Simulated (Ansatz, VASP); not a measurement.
## One calculation of CsAs2, two programs

```xyz
6
Lattice="3.8025 0.0000 0.0000 0.0000 3.8025 0.0000 0.0000 0.0000 12.8912" Properties=species:S:1:pos:R:3 pbc="T T T"
Cs    1.9013    0.0000    3.2717
Cs    0.0000    1.9013    9.6195
As    0.0000    0.0000    0.0000
As    1.9013    1.9013    0.0000
As    1.9013    0.0000    6.8300
As    0.0000    1.9013    6.0613
```

Alike in both runs: functional PBE; k mesh 4 × 4 × 2; occupations gaussian, width 0.1 eV; no spin polarisation.

Ansatz relaxed the structure, and its values are those at the end. VASP's run is a single point on that final structure, the one shown.

```csv
,VASP,Ansatz
version,VASP 6.6.1,Ansatz 0.2.0
potentials or method,"VASP PAW PBE potentials, release 64 (Cs_sv, As), cutoff 520 eV","scalar-relativistic, plane waves, PAW"
valence electrons in the cell,38,78
```

Ansatz gave:

```
gap on the k mesh at the Fermi level (eV) : none
pressure (GPa)                            : 0.0
rms of the force components (eV/Å)        : 0.006
```

**Question.** Estimate VASP's values.

**Answer.** gap on the k mesh at the Fermi level (eV): none; pressure (GPa): 0.1; rms of the force components (eV/Å): 0.009.

A gap of «none» marks a metal or a gap that the smearing closes. VASP's potentials hold 38 valence electrons a cell and Ansatz's 78, so a difference there can come from the potentials and not from the codes.

The k mesh is coarse, so the values compare programs but aren't converged. Spin-orbit coupling is off throughout.
